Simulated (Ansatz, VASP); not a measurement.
## Two plane-wave programs on Hf

```xyz
2
Lattice="3.1710 0.0000 0.0000 -1.5855 2.7461 0.0000 0.0000 0.0000 5.0112" Properties=species:S:1:pos:R:3 pbc="T T T"
Hf    0.0000    1.8308    1.2528
Hf    1.5855    0.9154    3.7584
```

Alike in both runs: task electric field gradients; functional r2SCAN; k mesh 12 × 12 × 7; occupations fermi-dirac, width 0.05 eV; no spin polarisation.

|  | VASP | Ansatz |
| --- | --- | --- |
| version | VASP 6.6.1 | Ansatz 0.2.0 |
| potentials or method | VASP PAW PBE potentials, release 64 (Hf_pv) | PAW with Ansatz's default frozen-core files, scalar-relativistic |
| plane-wave cutoff (eV) | 520 | 500 |
| valence electrons in the cell | 20 | 52 |

Ansatz gave:

| Item | Value |
| --- | --- |
| gap on the k mesh at the Fermi level (eV) | none |
| pressure (GPa) | 2.8 |
| traceless stress, the component that is largest in VASP (GPa) | -0.04 |

Question: Estimate VASP's values.

Answer: gap on the k mesh at the Fermi level (eV): none; pressure (GPa): 2.3; traceless stress, the component that is largest in VASP (GPa): -0.14.

VASP's potentials were made for PBE, not for r2SCAN. A gap of «none» marks a metal or a gap that the smearing closes. VASP's potentials hold 20 valence electrons a cell and Ansatz's 52, so a difference there can come from the potentials and not from the codes.

Spin-orbit coupling is off throughout.
